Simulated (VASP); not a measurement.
## B: single point with PBE

Crystal: B.

```
B
1.0
     2.47905   -1.98914    0.00000
     2.47905    1.98914    0.00000
     0.00000    0.00000    3.31514
B
4
Direct
  0.16819 0.50146 0.25000
  0.83181 0.49854 0.75000
  0.49854 0.83181 0.25000
  0.50146 0.16819 0.75000
```

```yaml
Program: VASP 6.6.1
Task: single point
Functional: PBE
Potentials_or_basis: VASP PAW PBE potentials, release 64 (B)
Cutoff: 520 eV
k_mesh: 6 × 6 × 6
Occupations: gaussian, width 0.1 eV
Spin: no spin polarisation
```

- Pressure: -22.1 GPa
- Largest force: 1.335 eV/Å
- Band gap on the k mesh: zero (band 6 reaches 6.22 eV, above the bottom of band 7 at 4.33 eV)

Forces on the atoms (eV/Å):
```
B   -1.266 -0.423  0.000
B    1.266  0.423  0.000
B    1.266 -0.423  0.000
B   -1.266  0.423  0.000
```

Stress tensor (GPa, compression positive):
```
 29.64   0.00   0.00
  0.00 -47.36   0.00
  0.00   0.00 -48.58
```

Levels at points of the mesh, in eV from the Fermi level:
| k point | band 3 | band 4 | band 5 | band 6 | band 7 | band 8 | band 9 | band 10 |
| --- | --- | --- | --- | --- | --- | --- | --- | --- |
| (0.00, 0.00, 0.00) | -3.05 | -2.85 | -2.28 | -1.38 | 1.12 | 3.98 | 4.96 | 7.79 |
| (0.50, 0.00, 0.00) | -2.98 | -2.45 | -1.62 | -0.68 | 0.83 | 1.95 | 5.04 | 6.21 |
| (0.50, 0.50, 0.00) | -6.19 | -5.68 | -1.45 | 0.20 | 1.87 | 2.00 | 3.47 | 5.12 |
| (0.00, 0.00, 0.50) | -1.53 | -1.53 | -0.85 | -0.85 | 2.10 | 2.10 | 3.83 | 3.83 |
| (0.50, 0.00, 0.50) | -7.51 | -7.51 | -1.53 | -1.53 | 5.25 | 5.25 | 6.90 | 6.90 |
| (0.50, 0.50, 0.50) | -6.62 | -6.62 | -4.72 | -4.72 | -0.70 | -0.70 | 10.74 | 10.74 |

Run time: 31 s on 1 thread of Intel Xeon 8259CL, on a shared host, peak memory 0.14 GiB.

Caveat: forces of over 1 eV/Å act on the atoms, so gaps and moduli don't describe the material at rest.
